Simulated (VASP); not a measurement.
# FeS2 (Pnnm) in VASP: notebook

FeS2 is run at these levels: PBE+U; tasks: single point.

Everything below comes from runs of VASP 6.6.1. Logs are shortened: lines on timing, memory, paths and dates and some standing lists are left out, and cuts for length are marked.

### Step 1. The cell of the first run

Symmetry: Pnnm, No. 58, orthorhombic system. Conventional cell: a = 4.440 Å, b = 5.390 Å, c = 3.370 Å, α = 90.00°, β = 90.00°, γ = 90.00°. Fe (site symmetry 2/m) has 6 S at 2.21 to 2.24 Å within 2.9 Å. Within 3.7 Å of S (site symmetry m) lie 6 Fe at 2.21 to 3.61 Å and 12 S at 2.25 to 3.37 Å.

### Step 2. Single point, PBE+U, collinear spin, ferromagnetic start

The input, INCAR:

```
SYSTEM = FeS2
PREC = Accurate
ENCUT = 600
EDIFF = 1E-6
ISMEAR = 0
SIGMA = 0.05
LREAL = .False.
LASPH = .True.
NELM = 200
ALGO = Normal
ISIF = 2
LWAVE = .False.
LCHARG = .False.
ISPIN = 2
MAGMOM = 4 4 0 0 0 0
LORBIT = 11
LMAXMIX = 4
LDAU = .True.
LDAUTYPE = 2
LDAUL = 2 -1
LDAUU = 4 0
LDAUJ = 0 0
LDAUPRINT = 1
GGA = PE
NBANDS = 33
GGA_COMPAT = .False.
```

The input, KPOINTS:

```
Automatic mesh
0
Gamma
  3 3 4
  0 0 0
```

The input, POSCAR:

```
FeS2
1.0
    4.4400000000      0.0000000000      0.0000000000
    0.0000000000      5.3900000000      0.0000000000
    0.0000000000      0.0000000000      3.3700000000
Fe S
2 4
Direct
    0.0000000000      0.0000000000      0.0000000000
    0.5000000000      0.5000000000      0.5000000000
    0.2030000000      0.3750000000      0.0000000000
    0.2970000000      0.8750000000      0.5000000000
    0.7970000000      0.6250000000      0.0000000000
    0.7030000000      0.1250000000      0.5000000000
```

Potentials or basis: VASP PAW PBE potentials, release 64 (Fe, S).

Launch:

```console
cat potpaw_PBE.64/Fe/POTCAR potpaw_PBE.64/S/POTCAR > POTCAR
mpirun -np 1 vasp_std > vasp.out
```

OUTCAR:

```text
SYSTEM = FeS2
   PREC = Accurate
   ENCUT = 600
   EDIFF = 1E-6
   ISMEAR = 0
   LREAL = .False.
   LASPH = .True.
   NELM = 200
   ISIF = 2
   ISPIN = 2
   LORBIT = 11
   GGA = PE

 ion  position               nearest neighbor table
   1  0.000  0.000  0.000-   3 2.21   5 2.21   4 2.24   6 2.24   4 2.24   6 2.24
   2  0.500  0.500  0.500-   4 2.21   6 2.21   5 2.24   3 2.24   3 2.24   5 2.24
   3  0.203  0.375  0.000-   1 2.21   2 2.24   2 2.24   5 2.25
   4  0.297  0.875  0.500-   2 2.21   1 2.24   1 2.24   6 2.25
   5  0.797  0.625  0.000-   1 2.21   2 2.24   2 2.24   3 2.25
   6  0.703  0.125  0.500-   2 2.21   1 2.24   1 2.24   4 2.25

  LATTYP: Found a simple orthorhombic cell.
 ALAT       =     3.3700000000
 B/A-ratio  =     1.3175074184
 C/A-ratio  =     1.5994065282

  Lattice vectors:

 A1 = (   0.0000000000,   0.0000000000,   3.3700000000)
 A2 = (   4.4400000000,   0.0000000000,   0.0000000000)
 A3 = (   0.0000000000,   5.3900000000,   0.0000000000)

Analysis of symmetry for initial positions (statically):
=====================================================================
 Subroutine PRICEL returns:
 Original cell was already a primitive cell.

 Routine SETGRP: Setting up the symmetry group for a
 simple orthorhombic supercell.

 Subroutine GETGRP returns: Found  8 space group operations
 (whereof  4 operations were pure point group operations)
 out of a pool of  8 trial point group operations.

The static configuration has the point symmetry C_2h.
 The point group associated with its full space group is D_2h.

Analysis of symmetry for dynamics (positions and initial velocities):
=====================================================================
 Subroutine PRICEL returns:
 Original cell was already a primitive cell.

 Routine SETGRP: Setting up the symmetry group for a
 simple orthorhombic supercell.

 Subroutine GETGRP returns: Found  8 space group operations
 (whereof  4 operations were pure point group operations)
 out of a pool of  8 trial point group operations.

The dynamic configuration has the point symmetry C_2h.
 The point group associated with its full space group is D_2h.

Analysis of structural, dynamic, and magnetic symmetry:
=====================================================================
 Subroutine PRICEL returns:
 Original cell was already a primitive cell.

 Routine SETGRP: Setting up the symmetry group for a
 simple orthorhombic supercell.

 Subroutine GETGRP returns: Found  8 space group operations
 (whereof  4 operations were pure point group operations)
 out of a pool of  8 trial point group operations.

The overall configuration has the point symmetry C_2h.
 The point group associated with its full space group is D_2h.

 Subroutine INISYM returns: Found  8 space group operations
 (whereof  4 operations are pure point group operations),
 and found     1 'primitive' translations

----------------------------------------------------------------------------------------

                                     Primitive cell

  volume of cell :      80.6495

  direct lattice vectors                    reciprocal lattice vectors
     4.440000000  0.000000000  0.000000000     0.225225225  0.000000000  0.000000000
     0.000000000  5.390000000  0.000000000     0.000000000  0.185528757  0.000000000
[... 149 lines left out ...]
  o =  0.7831  v =  0.0000  0.0000  0.0000  0.0000  0.0000 -0.5415  0.0000  0.1171  0.0000 -0.8325      0.0000  0.0000  0.0000  0.0000  0.0000  0.0000  0.0000  0.0000  0.0000  0.0000
  o =  0.8161  v =  0.0000  0.0000  0.0000  0.0000  0.0000  0.0000  0.9399  0.0000  0.3415  0.0000      0.0000  0.0000  0.0000  0.0000  0.0000  0.0000  0.0000  0.0000  0.0000  0.0000
  o =  0.8847  v =  0.0000  0.8998  0.0000  0.4363 -0.0000  0.0000  0.0000  0.0000  0.0000  0.0000      0.0000  0.0000  0.0000  0.0000  0.0000  0.0000  0.0000  0.0000  0.0000  0.0000
  o =  0.8884  v =  0.6472  0.0000 -0.1965  0.0000  0.7366  0.0000  0.0000  0.0000  0.0000  0.0000      0.0000  0.0000  0.0000  0.0000  0.0000  0.0000  0.0000  0.0000  0.0000  0.0000
  o =  0.9328  v = -0.4909  0.0000 -0.8467  0.0000  0.2054  0.0000  0.0000  0.0000  0.0000  0.0000      0.0000  0.0000  0.0000  0.0000  0.0000  0.0000  0.0000  0.0000  0.0000  0.0000
  o =  0.9331  v =  0.0000 -0.4363 -0.0000  0.8998  0.0000  0.0000  0.0000  0.0000  0.0000  0.0000      0.0000  0.0000  0.0000  0.0000  0.0000  0.0000  0.0000  0.0000  0.0000  0.0000

atom =   2  type =  1  l = 2

 onsite density matrix

spin component  1

  0.8317  0.0000 -0.0756  0.0000 -0.0700
  0.0000  0.8939  0.0000  0.0190  0.0000
 -0.0756  0.0000  0.8718  0.0000 -0.0709
  0.0000  0.0190  0.0000  0.9239  0.0000
 -0.0700  0.0000 -0.0709  0.0000  0.8080

spin component  2

  0.3707  0.0000  0.1302  0.0000 -0.2499
  0.0000  0.7565  0.0000 -0.1641  0.0000
  0.1302  0.0000  0.1256  0.0000 -0.0078
  0.0000 -0.1641  0.0000  0.3644  0.0000
 -0.2499  0.0000 -0.0078  0.0000  0.6194

 occupancies and eigenvectors

  o =  0.0495  v =  0.0000  0.0000  0.0000  0.0000  0.0000  0.5026 -0.0000 -0.8389 -0.0000  0.2090      0.0000  0.0000  0.0000  0.0000  0.0000  0.0000  0.0000  0.0000  0.0000  0.0000
  o =  0.2831  v =  0.0000  0.0000  0.0000  0.0000  0.0000 -0.6739 -0.0000 -0.5316 -0.0000 -0.5131      0.0000  0.0000  0.0000  0.0000  0.0000  0.0000  0.0000  0.0000  0.0000  0.0000
  o =  0.3047  v =  0.0000  0.0000  0.0000  0.0000  0.0000 -0.0000  0.3415 -0.0000  0.9399 -0.0000      0.0000  0.0000  0.0000  0.0000  0.0000  0.0000  0.0000  0.0000  0.0000  0.0000
  o =  0.6902  v =  0.5833 -0.0000  0.4945  0.0000  0.6444  0.0000  0.0000  0.0000  0.0000  0.0000      0.0000  0.0000  0.0000  0.0000  0.0000  0.0000  0.0000  0.0000  0.0000  0.0000
  o =  0.7831  v =  0.0000  0.0000  0.0000  0.0000  0.0000  0.5415  0.0000  0.1171 -0.0000 -0.8325      0.0000  0.0000  0.0000  0.0000  0.0000  0.0000  0.0000  0.0000  0.0000  0.0000
  o =  0.8161  v =  0.0000  0.0000  0.0000  0.0000  0.0000 -0.0000  0.9399 -0.0000 -0.3415  0.0000      0.0000  0.0000  0.0000  0.0000  0.0000  0.0000  0.0000  0.0000  0.0000  0.0000
  o =  0.8847  v = -0.0000 -0.8998 -0.0000  0.4363  0.0000  0.0000  0.0000  0.0000  0.0000  0.0000      0.0000  0.0000  0.0000  0.0000  0.0000  0.0000  0.0000  0.0000  0.0000  0.0000
  o =  0.8884  v = -0.6472  0.0000 -0.1965 -0.0000  0.7366  0.0000  0.0000  0.0000  0.0000  0.0000      0.0000  0.0000  0.0000  0.0000  0.0000  0.0000  0.0000  0.0000  0.0000  0.0000
  o =  0.9328  v =  0.4909  0.0000 -0.8467  0.0000  0.2054  0.0000  0.0000  0.0000  0.0000  0.0000      0.0000  0.0000  0.0000  0.0000  0.0000  0.0000  0.0000  0.0000  0.0000  0.0000
  o =  0.9331  v = -0.0000  0.4363  0.0000  0.8998 -0.0000  0.0000  0.0000  0.0000  0.0000  0.0000      0.0000  0.0000  0.0000  0.0000  0.0000  0.0000  0.0000  0.0000  0.0000  0.0000

 number of electron      39.9999996 magnetization       3.9444377

 Free energy of the ion-electron system (eV)
  ---------------------------------------------------
  ext. energy  EPLUGINS =         0.00000000
  ---------------------------------------------------
  free energy    TOTEN  =       -27.87969608 eV

  energy without entropy =      -27.87813097  energy(sigma->0) =      -27.87891353

 E-fermi :   8.6994     XC(G=0): -11.7297

 val. band max:        8.6708925831   @ k =   0.0000   0.0000   0.5000
 cond. band min:       8.7193479656   @ k =   0.0000   0.3333   0.0000
 fundamental gap:      0.0484553825
 Fermi energy:         8.6993977739

 spin component 1

 k-point     1 :       0.0000    0.0000    0.0000
  band No.  band energies     occupation
      1      -8.8165      1.00000
      2      -6.4295      1.00000
      3      -4.5448      1.00000
      4      -3.7984      1.00000
      5      -0.0520      1.00000
      6       1.3577      1.00000
[... 409 lines left out ...]
     31      16.6651      0.00000
     32      17.2293      0.00000
 Fermi energy:         8.6993977739

 spin component 2

 k-point     1 :       0.0000    0.0000    0.0000
  band No.  band energies     occupation
      1      -8.8332      1.00000
      2      -6.3561      1.00000
      3      -4.6020      1.00000
      4      -3.8675      1.00000
      5       0.3166      1.00000
      6       2.0053      1.00000
[... 409 lines left out ...]
     31      16.9069      0.00000
     32      17.4251      0.00000
 [bands above 32 left out]

------------------------ aborting loop because EDIFF is reached ----------------------------------------

  FORCE on cell =-STRESS in cart. coord.  units (eV):
  Direction    XX          YY          ZZ          XY          YZ          ZX
  --------------------------------------------------------------------------------------
  -------------------------------------------------------------------------------------
  Total       11.0292915      8.0856532     12.2857914      0.0000000      0.0000000      0.0000000
  in kB      219.1071566    160.6290376    244.0686973      0.0000000      0.0000000      0.0000000
  external PRESSURE =     207.9349638 kB  Pullay stress =       0.0000000 kB

 VOLUME and BASIS-vectors are now :
 -----------------------------------------------------------------------------
  energy-cutoff  :      600.00
  volume of cell :       80.65
      direct lattice vectors                 reciprocal lattice vectors
     4.440000000  0.000000000  0.000000000     0.225225225  0.000000000  0.000000000
     0.000000000  5.390000000  0.000000000     0.000000000  0.185528757  0.000000000
     0.000000000  0.000000000  3.370000000     0.000000000  0.000000000  0.296735905

 POSITION                                       TOTAL-FORCE (eV/Angst)
 -----------------------------------------------------------------------------------
      0.00000      0.00000      0.00000         0.000000     -0.000000      0.000000
      2.22000      2.69500      1.68500         0.000000     -0.000000      0.000000
      0.90132      2.02125      0.00000        -1.492587      0.267722      0.000000
      1.31868      4.71625      1.68500         1.492587      0.267722      0.000000
      3.53868      3.36875      0.00000         1.492587     -0.267722     -0.000000
      3.12132      0.67375      1.68500        -1.492587     -0.267722      0.000000
 -----------------------------------------------------------------------------------
    total drift:                               -0.000000      0.000000      0.000000

  FREE ENERGIE OF THE ION-ELECTRON SYSTEM (eV)
  ---------------------------------------------------
  free  energy   TOTEN  =       -27.8796960817 eV

  energy  without entropy=      -27.8781309739  energy(sigma->0) =      -27.87891353

 total charge

# of ion       s       p       d       tot
------------------------------------------
    1        0.442   0.670   6.528   7.640
    2        0.442   0.670   6.528   7.640
    3        1.365   2.332   0.000   3.697
    4        1.365   2.332   0.000   3.697
    5        1.365   2.332   0.000   3.697
    6        1.365   2.332   0.000   3.697
--------------------------------------------------
tot          6.343  10.669  13.055  30.068

 magnetization (x)

# of ion       s       p       d       tot
------------------------------------------
    1        0.018   0.021   2.090   2.129
    2        0.018   0.021   2.090   2.129
    3        0.014  -0.081   0.000  -0.067
    4        0.014  -0.081   0.000  -0.067
    5        0.014  -0.081   0.000  -0.067
    6        0.014  -0.081   0.000  -0.067
--------------------------------------------------
tot          0.093  -0.283   4.181   3.991
```

Run time: 81 s. Hardware: 1 thread of AMD EPYC 9R14 (Zen 4), shared host; peak memory 0.24 GiB.

What came out:

| Item | Value |
| --- | --- |
| Free energy | -27.8797 eV |
| Pressure | 20.8 GPa |
| Largest force | 1.516 eV/Å |
| Net moment | 3.94 μB per cell |
| Site moments | Fe +2.13; S -0.07 μB |
| Valence electrons inside the program's atomic spheres | Fe 7.64; S 3.70 |

Forces in eV/Å, atoms in the order of the input:
```
Fe   0.000  0.000  0.000
Fe   0.000  0.000  0.000
S   -1.493  0.268  0.000
S    1.493  0.268  0.000
S    1.493 -0.268  0.000
S   -1.493 -0.268  0.000
```

Levels at points of the mesh, in eV from the Fermi level:
Spin up:
| k point | band 19 | band 20 | band 21 | band 22 | band 23 | band 24 | band 25 | band 26 |
| --- | --- | --- | --- | --- | --- | --- | --- | --- |
| (0.00, 0.00, 0.00) | -2.80 | -2.11 | -0.74 | 0.53 | 1.11 | 1.47 | 1.96 | 2.06 |
| (0.00, 0.00, 0.50) | -2.99 | -2.99 | -1.07 | -1.07 | -0.03 | -0.03 | 0.82 | 0.82 |
Spin down:
| k point | band 15 | band 16 | band 17 | band 18 | band 19 | band 20 | band 21 | band 22 |
| --- | --- | --- | --- | --- | --- | --- | --- | --- |
| (0.00, 0.00, 0.00) | -1.90 | -1.76 | -1.61 | -1.10 | -0.24 | 0.47 | 0.83 | 1.99 |
| (0.00, 0.00, 0.50) | -2.34 | -2.34 | -1.85 | -1.85 | 1.24 | 1.24 | 1.52 | 1.52 |

Eigenvalues of the final occupation matrices:
| site | spin | trace | eigenvalues |
| --- | --- | --- | --- |
| site 1 d | 1 | 4.33 | 0.69 0.88 0.89 0.93 0.93 |
| site 1 d | 2 | 2.24 | 0.05 0.28 0.30 0.78 0.82 |
| site 2 d | 1 | 4.33 | 0.69 0.88 0.89 0.93 0.93 |
| site 2 d | 2 | 2.24 | 0.05 0.28 0.30 0.78 0.82 |

Caveat: the k points lie up to 0.47 Å⁻¹ apart; the run started ferromagnetic, and an antiferromagnetic order may lie lower in energy; forces of over 1 eV/Å act on the atoms, so gaps and moduli don't describe the material at rest. The state reached can hang on the start; a lower one may exist.

### Step 3. Single point, PBE+U, collinear spin, ferromagnetic start

The input, INCAR:

```
  PREC = Accurate
  ENCUT = 600
  EDIFF = 1E-6
  ISMEAR = 0
  SIGMA = 0.05
  LREAL = F
  LASPH = T
  NELM = 200
  ALGO = Normal
  ISIF = 2
  LWAVE = F
  LCHARG = F
  ISPIN = 2
  MAGMOM = 4 4 0 0 0 0
  LORBIT = 11
  LMAXMIX = 4
  LDAU = T
  LDAUTYPE = 2
  LDAUL = 2 -1
  LDAUU = 4 0
  LDAUJ = 0 0
  LDAUPRINT = 1
  GGA = PE
  NBANDS = 33
  GGA_COMPAT = F
```

The input, KPOINTS:

```
Automatic mesh
0
Gamma
  4 4 6
```

POSCAR is that of step 2.

Potentials or basis: VASP PAW PBE potentials, release 64 (Fe, S).

Launch:

```console
cat potpaw_PBE.64/Fe/POTCAR potpaw_PBE.64/S/POTCAR > POTCAR
mpirun -np 1 vasp_std > vasp.out
```

Wall time 4.6 min (1 thread of AMD EPYC 9R14 (Zen 4), shared host); peak memory 0.33 GiB.

It converged, with:

- Free energy: -27.8635 eV
- Pressure: 21.0 GPa
- Largest force: 1.524 eV/Å
- Band gap on the k mesh: zero (filled and empty bands overlap)
- Net moment: 3.98 μB per cell
- Site moments: Fe +2.17; S -0.07 μB
- Valence electrons inside the program's atomic spheres: Fe 7.64; S 3.70

Forces in eV/Å, atoms in the order of the input:
```
Fe   0.000  0.000  0.000
Fe   0.000  0.000  0.000
S   -1.469  0.405  0.000
S    1.469  0.405  0.000
S    1.469 -0.405  0.000
S   -1.469 -0.405  0.000
```

Stress tensor (GPa, compression positive):
```
20.91  0.00  0.00
 0.00 18.87  0.00
 0.00  0.00 23.12
```

Levels at points of the mesh, in eV from the Fermi level:
Spin up:
```tsv
k point	band 20	band 21	band 22	band 23	band 24	band 25
(0.00, 0.00, 0.00)	-2.13	-0.83	0.52	1.13	1.51	1.88
(0.50, 0.00, 0.00)	-1.83	-0.11	-0.11	0.86	0.86	1.22
(0.00, 0.50, 0.00)	-2.50	-0.47	-0.47	1.12	1.12	1.17
(0.50, 0.50, 0.00)	-2.08	-0.67	-0.67	-0.18	-0.18	1.90
(0.00, 0.00, 0.50)	-2.98	-1.00	-1.00	-0.13	-0.13	0.82
(0.50, 0.00, 0.50)	-3.33	-1.09	-1.09	1.23	1.23	1.83
(0.00, 0.50, 0.50)	-3.54	-2.00	-2.00	0.34	0.34	1.77
(0.50, 0.50, 0.50)	-2.83	0.34	0.34	0.37	0.37	0.75
```
Spin down:
```
           k point  band 15  band 16  band 17  band 18  band 19  band 20  band 21  band 22
(0.00, 0.00, 0.00)    -1.85    -1.69    -1.59    -1.00    -0.24     0.45     0.88     1.97
(0.50, 0.00, 0.00)    -1.87    -1.87    -0.84    -0.84     0.64     0.64     1.46     1.46
(0.00, 0.50, 0.00)    -1.88    -1.88    -1.35    -1.35     0.53     0.53     0.91     0.91
(0.50, 0.50, 0.00)    -2.16    -2.16    -1.75    -1.75     0.36     0.36     1.82     1.82
(0.00, 0.00, 0.50)    -2.33    -2.33    -1.77    -1.77     1.25     1.25     1.58     1.58
(0.50, 0.00, 0.50)    -1.67    -1.67    -1.39    -1.39     1.19     1.19     1.61     1.61
(0.00, 0.50, 0.50)    -2.70    -2.70    -2.17    -2.17     1.46     1.46     1.86     1.86
(0.50, 0.50, 0.50)    -2.30    -2.30    -1.63    -1.63     0.87     0.87     1.85     1.85
```

Eigenvalues of the final occupation matrices:
```tsv
site	spin	trace	eigenvalues
site 1 d	1	4.35	0.74 0.88 0.89 0.91 0.94
site 1 d	2	2.22	0.05 0.28 0.31 0.78 0.81
site 2 d	1	4.35	0.74 0.88 0.89 0.91 0.94
site 2 d	2	2.22	0.05 0.28 0.31 0.78 0.81
```

Caveat: the cell stands under pressure; the run started ferromagnetic, and an antiferromagnetic order may lie lower in energy; forces of over 1 eV/Å act on the atoms, so gaps and moduli don't describe the material at rest. The state reached can hang on the start; a lower one may exist.

The gap in the log of VASP goes by the Fermi energy; the results here count the filled bands.